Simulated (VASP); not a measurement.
Runs of VASP 6.6.1 on Zn. The structure is that of space group Fm-3m (No. 225), or close to it. The cells are those of the table. This isn't the form of Zn at room conditions, which is hcp.

| task | cell | gap on the mesh (eV) | pressure (GPa) |
| --- | --- | --- | --- |
| relaxation of cell and atoms | relaxed to 30 GPa from a = 2.786 Å, angles 60.0°, 1 atom | none | 30.0 |
| relaxation of cell and atoms | relaxed to 15 GPa from a = 2.786 Å, angles 60.0°, 1 atom | none | 14.9 |
| single point | a = 2.726 Å, angles 60.0°, 1 atom | none | 0.4 |
| relaxation of cell and atoms | relaxed from a = 2.786 Å, angles 60.0°, 1 atom | none | 0.1 |
| single point | a = 2.545 Å, angles 60.0°, 1 atom | none | 30.9 |
| single point | a = 2.614 Å, angles 60.0°, 1 atom | none | (a) |

Alike in all rows: level r2SCAN; potentials or basis VASP PAW PBE potentials, release 64 (Zn); no spin polarisation; k mesh 19 × 19 × 19; cutoff (eV) 550; smearing fermi-dirac 0.1 eV.

Q: Fill in the values left out.

A: (a) 15.7.

Caveats: the PAW data sets were made with another functional, which shifts forces and pressure a little; the cell is relaxed towards a set pressure, so the run minimises the enthalpy, not the energy (at least some runs); the cell stands under pressure (at least some runs).

A gap of «none» marks levels without a gap at the run's occupations.
